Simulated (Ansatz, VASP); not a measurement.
PtSe2 in VASP and in Ansatz

File INCAR:

```
ALGO = Normal
EDIFF = 1E-6
ENCUT = 520
GGA = PE
ISIF = 2
ISMEAR = 0
LASPH = T
LCHARG = T
LELF = T
LREAL = F
LVHAR = T
LWAVE = F
NBANDS = 18
NELM = 60
PREC = Accurate
SIGMA = 0.15
```

File KPOINTS:

```
k-points
0
Gamma
  12 12 10
```

File POSCAR:

```
PtSe2
1.0
    3.7240006046      0.0000000000      0.0000000000
   -1.8620003023      3.2250791273      0.0000000000
    0.0000000000      0.0000000000      4.9101400000
Pt Se
1 2
Direct
    0.0000000000      0.0000000000      0.0000000000
    0.3333333333      0.6666666667      0.2500000000
    0.6666666667      0.3333333333      0.7500000000
```

Input for Ansatz:

```yaml
crystal:
  lattice:
    - [3.7240006046, 0.0, 0.0]
    - [-1.8620003023, 3.2250791273, 0.0]
    - [0.0, 0.0, 4.91014]
  atoms:
    - { symbol: Pt, position: [0.0, 0.0, 0.0] }
    - { symbol: Se, position: [0.3333333333, 0.6666666667, 0.25] }
    - { symbol: Se, position: [0.6666666667, 0.3333333333, 0.75] }
basis:
  ecutwfc: 420
kpoints:
  mp_grid: { grid: [12, 12, 10] }
hamiltonian:
  xc: pbe
scf:
  occupations: { method: gaussian, width: 0.15 }
output:
  forces: true
  stress: true
  eigenvalues: true
  write_density: true
  write_potential: true
  elf: true
  volumetric_format: npy
```

Change from the starting cell: strain +0.000 along x and y, -0.030 along z, atoms carried along.

Alike in both runs: task single point; functional PBE; k mesh 12 × 12 × 10; occupations gaussian, width 0.15 eV; no spin polarisation.

|  | VASP | Ansatz |
| --- | --- | --- |
| version | VASP 6.6.1 | Ansatz 0.2.0 |
| potentials or method | VASP PAW PBE potentials, release 64 (Pt, Se), cutoff 520 eV | scalar-relativistic, plane waves, PAW |
| valence electrons in the cell | 22 | 50 |

|  | VASP | Ansatz | Ansatz less VASP |
| --- | --- | --- | --- |
| gap on the k mesh at the Fermi level (eV) | none | none | - |
| pressure (GPa) | 10.9 | 10.9 | -0.01 |
| traceless stress, the component that is largest in VASP (GPa) | -1.29 | -1.28 | +0.018 |
| rms of the force components (eV/Å) | 0.477 | 0.474 | -0.0035 |

Atom by atom the forces differ by 0.004 eV/Å (rms over components). A gap of «none» marks a metal or a gap that the smearing closes. VASP's potentials hold 22 valence electrons a cell and Ansatz's 50, so a difference there can come from the potentials and not from the codes.

Neither program's run includes spin-orbit coupling.
